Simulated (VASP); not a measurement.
The system is ZrB.

```xyz
2
Lattice="1.9614 -1.9857 0.0000 1.9614 1.9857 0.0000 0.0000 0.0000 4.0139" Properties=species:S:1:pos:R:3 pbc="T T T"
Zr    0.0000    0.0000    2.0070
B     1.9614    0.0000    2.0070
```

Base run:

- Program: VASP 6.6.1
- Functional: revPBE
- Potentials or basis: VASP PAW PBE potentials, release 64 (Zr_sv, B)
- Cutoff: 520 eV
- k mesh: 10 × 10 × 7
- Occupations: fermi-dirac, width 0.05 eV
- Spin: no spin polarisation

Its results: pressure 78.4 GPa.

**Question.** The run is repeated on the same cell with these changes: functional from revPBE to r2SCAN. What comes out?

**Answer.** Pressure 77.5 GPa.

Caveats: the PAW data sets were made with another functional, which shifts forces and pressure a little.
